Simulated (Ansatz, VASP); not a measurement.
**C in VASP and in Ansatz**

```xyz
1
Lattice="0.0000 1.5685 1.5685 1.5685 0.0000 1.5685 1.5685 1.5685 0.0000" Properties=species:S:1:pos:R:3 pbc="T T T"
C     0.0000    0.0000    0.0000
```

Alike in both runs: task single point; functional r2SCAN; k mesh 20 × 20 × 20; occupations fermi-dirac, width 0.1 eV; no spin polarisation.

```csv
,VASP,Ansatz
version,VASP 6.6.1,Ansatz 0.2.0
potentials or method,"VASP PAW PBE potentials, release 64 (C), cutoff 520 eV","plane waves (500 eV) with PAW, scalar-relativistic"
valence electrons in the cell,4,4
```

|  | VASP | Ansatz | Ansatz less VASP |
| --- | --- | --- | --- |
| pressure (GPa) | -5.7 | -5.9 | -0.12 |

VASP's potentials were made for PBE, not for r2SCAN.
